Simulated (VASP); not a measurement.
# SbPt: vibrations by perturbation theory with PBEsol

Crystal: SbPt.

```xyz
4
Lattice="4.1200 0.0000 0.0000 -2.0600 3.5680 0.0000 0.0000 0.0000 5.4700" Properties=species:S:1:pos:R:3 pbc="T T T"
Sb    0.0000    2.3787    1.3675
Sb    2.0600    1.1893    4.1025
Pt    0.0000    0.0000    0.0000
Pt    0.0000    0.0000    2.7350
```

```json
{"Program": "VASP 6.6.1", "Task": "vibrations by perturbation theory", "Functional": "PBEsol", "Potentials or basis": "VASP PAW PBE potentials, release 64 (Sb, Pt)", "Cutoff": "520 eV", "k mesh": "8 × 8 × 5", "Occupations": "methfessel-paxton, width 0.3 eV", "Spin": "no spin polarisation", "Dipole correction": "no", "Further INCAR settings": "ALGO = Normal; EDIFF = 1e-08; NBANDS = 23; IBRION = 8; NSW = 1"}
```

```json
{"Highest phonon frequency at Γ": "190 cm⁻¹"}
```

Phonon frequencies in cm⁻¹ (negative: imaginary):
| q point | frequencies |
| --- | --- |
| (0.000, 0.000, 0.000) | 0 0 0 61 61 113 143 143 144 157 157 190 |

Run time: 17 min on 1 thread of AMD EPYC 7R13, with other jobs on the host, peak memory 0.49 GiB.

Caveat: the cell stands under pressure or tension, which shifts response properties.
